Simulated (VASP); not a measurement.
# KCl (Pm-3m) in VASP: further runs, part 3 of 3

VASP 6.6.1. Earlier steps stand in the parts before.

## (5) Electric field gradients, PBEsol (volume scaled by 1.02)

INCAR reads:

```
ALGO     = Normal         # electronic algorithm
EDIFF    = 1E-8           # SCF threshold, eV
ENCUT    = 520            # plane-wave cutoff, eV
GGA      = PS             # functional
ISIF     = 2              # what is computed and relaxed
ISMEAR   = -1             # smearing method
LASPH    = T              # aspherical terms in the spheres
LCHARG   = F              # write CHGCAR
LEFG     = T            
LREAL    = F              # projectors in reciprocal space
LWAVE    = F              # write WAVECAR
NBANDS   = 15             # bands
NELM     = 60             # most SCF steps
PREC     = Accurate       # precision mode
SIGMA    = 0.01           # smearing width, eV
```

KPOINTS reads:

```
k-points
0
Gamma
  7 7 7
```

POSCAR reads:

```
KCl
1.0
    3.6580669265      0.0000000000      0.0000000000
    0.0000000000      3.6580669265      0.0000000000
    0.0000000000      0.0000000000      3.6580669265
K Cl
1 1
Direct
    0.0000000000      0.0000000000      0.0000000000
    0.5000000000      0.5000000000      0.5000000000
```

Potentials or basis: VASP PAW PBE potentials, release 64 (K_sv, Cl).

Run with:

```sh
cat potpaw_PBE.64/K_sv/POTCAR potpaw_PBE.64/Cl/POTCAR > POTCAR
mpirun -np 1 vasp_std > vasp.out
```

OUTCAR:

```text
EDIFF = 1E-8
   ENCUT = 520
   GGA = PS
   ISIF = 2
   ISMEAR = -1
   LASPH = T
   LREAL = F
   NELM = 60
   PREC = Accurate

 ion  position               nearest neighbor table
   1  0.000  0.000  0.000-   2 3.17   2 3.17   2 3.17   2 3.17   2 3.17   2 3.17   2 3.17   2 3.17

   2  0.500  0.500  0.500-   1 3.17   1 3.17   1 3.17   1 3.17   1 3.17   1 3.17   1 3.17   1 3.17

  LATTYP: Found a simple cubic cell.
 ALAT       =     3.6580669265

  Lattice vectors:

 A1 = (   3.6580669265,   0.0000000000,   0.0000000000)
 A2 = (   0.0000000000,   3.6580669265,   0.0000000000)
 A3 = (   0.0000000000,   0.0000000000,   3.6580669265)

Analysis of symmetry for initial positions (statically):
=====================================================================
 Subroutine PRICEL returns:
 Original cell was already a primitive cell.

 Routine SETGRP: Setting up the symmetry group for a
 simple cubic supercell.

 Subroutine GETGRP returns: Found 48 space group operations
 (whereof 48 operations were pure point group operations)
 out of a pool of 48 trial point group operations.

The static configuration has the point symmetry O_h .

Analysis of symmetry for dynamics (positions and initial velocities):
=====================================================================
 Subroutine PRICEL returns:
 Original cell was already a primitive cell.

 Routine SETGRP: Setting up the symmetry group for a
 simple cubic supercell.

 Subroutine GETGRP returns: Found 48 space group operations
 (whereof 48 operations were pure point group operations)
 out of a pool of 48 trial point group operations.

The dynamic configuration has the point symmetry O_h .

 Subroutine INISYM returns: Found 48 space group operations
 (whereof 48 operations are pure point group operations),
 and found     1 'primitive' translations

----------------------------------------------------------------------------------------

                                     Primitive cell

  volume of cell :      48.9503

  direct lattice vectors                    reciprocal lattice vectors
     3.658066927  0.000000000  0.000000000     0.273368427  0.000000000  0.000000000
     0.000000000  3.658066927  0.000000000     0.000000000  0.273368427  0.000000000
     0.000000000  0.000000000  3.658066927     0.000000000  0.000000000  0.273368427

  length of vectors
     3.658066927  3.658066927  3.658066927     0.273368427  0.273368427  0.273368427

  position of ions in fractional coordinates (direct lattice)
     0.000000000  0.000000000  0.000000000
     0.500000000  0.500000000  0.500000000

  ion indices of the primitive-cell ions
   primitive index   ion index
                 1           1
                 2           2

----------------------------------------------------------------------------------------

 KPOINTS: k-points

Automatic generation of k-mesh.
 Grid dimensions read from file:
 generate k-points for:    7    7    7

 Generating k-lattice:

  Cartesian coordinates                     Fractional coordinates (reciprocal lattice)
[... 76 lines left out ...]
  volume/ion in A,a.u.               =      24.48       165.17
  Fermi-wavevector in a.u.,A,eV,Ry     =   1.127708  2.131058 17.302862  1.271724
  Thomas-Fermi vector in A             =   2.264395
   LORBIT       =      0    0 simple, 1 ext, 2 COOP (PROOUT), +10 PAW based schemes
   GGA     = PS    functional components
   LHFCALC =     F    Hartree Fock is set to
   AEXX    =    0.0000 exact exchange contribution
   IVDW    =     0    specifies the selected vdW correction
   LEPSILON=     F    determine dielectric tensor
   LRPA    =     F    only Hartree local field effects (RPA)
 non-spin polarized calculation
  energy-cutoff  :      520.00
  volume of cell :       48.95
 maximum number of plane-waves:      1357
 NGX is ok and might be reduce to    28
   NGX = 13   NGY = 13   NGZ = 13

 number of electron      15.9999995 magnetization

 Free energy of the ion-electron system (eV)
  ---------------------------------------------------
  ext. energy  EPLUGINS =         0.00000000
  ---------------------------------------------------
  free energy    TOTEN  =        -6.89705765 eV

  energy without entropy =       -6.89705765  energy(sigma->0) =       -6.89705765

 E-fermi :   0.0477     XC(G=0):  -8.9361

 val. band max:       -0.1564515596   @ k =   0.4286   0.4286   0.0000
 cond. band min:       5.1368056182   @ k =   0.0000   0.0000   0.0000
 fundamental gap:      5.2932571778
 Fermi energy:         0.0476895446

 k-point     1 :       0.0000    0.0000    0.0000
  band No.  band energies     occupation
      1     -27.8002      2.00000
      2     -12.9820      2.00000
      3     -11.2169      2.00000
      4     -11.2169      2.00000
      5     -11.2169      2.00000
      6      -0.3604      2.00000
      7      -0.3604      2.00000
      8      -0.3604      2.00000
      9       5.1368      0.00000
     10       6.1268      0.00000
     11       6.1268      0.00000
     12      10.8629      0.00000
     13      10.8629      0.00000
     14      10.8629      0.00000
[... 329 lines left out ...]
      2     -12.4288      2.00000
      3     -11.4700      2.00000
      4     -11.4686      2.00000
      5     -11.4686      2.00000
      6      -1.7824      2.00000
      7      -1.7824      2.00000
      8      -1.7184      2.00000
      9       8.5001      0.00000
     10       8.8481      0.00000
     11       8.8481      0.00000
     12      10.3173      0.00000
     13      10.3849      0.00000
     14      10.3849      0.00000
     15      12.9912      0.00000

------------------------ aborting loop because EDIFF is reached ----------------------------------------

  FORCE on cell =-STRESS in cart. coord.  units (eV):
  Direction    XX          YY          ZZ          XY          YZ          ZX
  --------------------------------------------------------------------------------------
  -------------------------------------------------------------------------------------
  Total        0.5333606      0.5333606      0.5333606      0.0000000      0.0000000      0.0000000
  in kB       17.4572809     17.4572809     17.4572809      0.0000000      0.0000000      0.0000000
  external PRESSURE =      17.4572809 kB  Pullay stress =       0.0000000 kB

 VOLUME and BASIS-vectors are now :
 -----------------------------------------------------------------------------
  energy-cutoff  :      520.00
  volume of cell :       48.95
      direct lattice vectors                 reciprocal lattice vectors
     3.658066927  0.000000000  0.000000000     0.273368427  0.000000000  0.000000000
     0.000000000  3.658066927  0.000000000     0.000000000  0.273368427  0.000000000
     0.000000000  0.000000000  3.658066927     0.000000000  0.000000000  0.273368427

 POSITION                                       TOTAL-FORCE (eV/Angst)
 -----------------------------------------------------------------------------------
      0.00000      0.00000      0.00000         0.000000      0.000000      0.000000
      1.82903      1.82903      1.82903         0.000000      0.000000      0.000000
 -----------------------------------------------------------------------------------
    total drift:                               -0.000000      0.000000      0.000000

  FREE ENERGIE OF THE ION-ELECTRON SYSTEM (eV)
  ---------------------------------------------------
  free  energy   TOTEN  =        -6.8970576488 eV

  energy  without entropy=       -6.8970576487  energy(sigma->0) =       -6.89705765

 Electric field gradients (V/A^2)
---------------------------------------------------------------------
 ion       V_xx      V_yy      V_zz      V_xy      V_xz      V_yz
---------------------------------------------------------------------
   1      -0.000     0.000     0.000    -0.000     0.000     0.000
   2      -0.000     0.000     0.000     0.000     0.000     0.000
---------------------------------------------------------------------

 Electric field gradients after diagonalization (V/A^2)
 (convention: |V_zz| > |V_xx| > |V_yy|)
----------------------------------------------------------------------
 ion       V_xx      V_yy      V_zz     asymmetry (V_yy - V_xx)/ V_zz
----------------------------------------------------------------------
   1       0.000    -0.000     0.000      -0.514
   2       0.000    -0.000     0.000      -0.289
----------------------------------------------------------------------

           NMR quadrupolar parameters

 Cq : quadrupolar parameter    Cq=e*Q*V_zz/h
 eta: asymmetry parameters     (V_yy - V_xx)/ V_zz
 Q  : nuclear electric quadrupole moment in mb (millibarn)
----------------------------------------------------------------------
 ion       Cq(MHz)       eta       Q (mb)
----------------------------------------------------------------------
   1       0.000      -0.514       1.000
   2       0.000      -0.289       1.000
----------------------------------------------------------------------
```

Wall time 13 s (1 thread of Intel Xeon Platinum 8259CL at 2.50GHz (Skylake/Cascade Lake), shared host); peak memory 0.16 GiB.

What came out:

```
Free energy            : -6.8971 eV
Pressure               : 1.7 GPa
Band gap on the k mesh : 5.29 eV, indirect (least direct gap 5.50 eV)
```

Levels at points of the mesh, in eV from the valence-band top:
```tsv
k point	band 4	band 5	band 6	band 7	band 8	band 9	band 10	band 11	band 12	band 13
(0.00, 0.00, 0.00)	-11.06	-11.06	-0.20	-0.20	-0.20	5.29	6.28	6.28	11.02	11.02
```

Caveat: without QUAD_EFG the Cq values of the log hold for a quadrupole moment of 1 mb, not for the nuclei; the PAW data sets were made with another functional, which shifts forces and pressure a little. A k mesh can miss the band edges.

## (6) Overview

```csv
cell,gap on the mesh (eV),pressure (GPa)
"a = 3.610 Å, 2 atoms",5.51,3.1
"a = 3.646 Å, 2 atoms",5.34,2.1
"a = 3.622 Å, 2 atoms",5.45,2.7
"a = 3.658 Å, 2 atoms",5.29,1.7
```

Alike in all rows: task electric field gradients; level PBEsol; potentials or basis VASP PAW PBE potentials, release 64 (K_sv, Cl); no spin polarisation; k mesh 7 × 7 × 7; cutoff (eV) 520; smearing fermi-dirac 0.01 eV.

Caveats: the PAW data sets were made with another functional, which shifts forces and pressure a little.

Absolute energies hang on the potentials; compare differences alone.
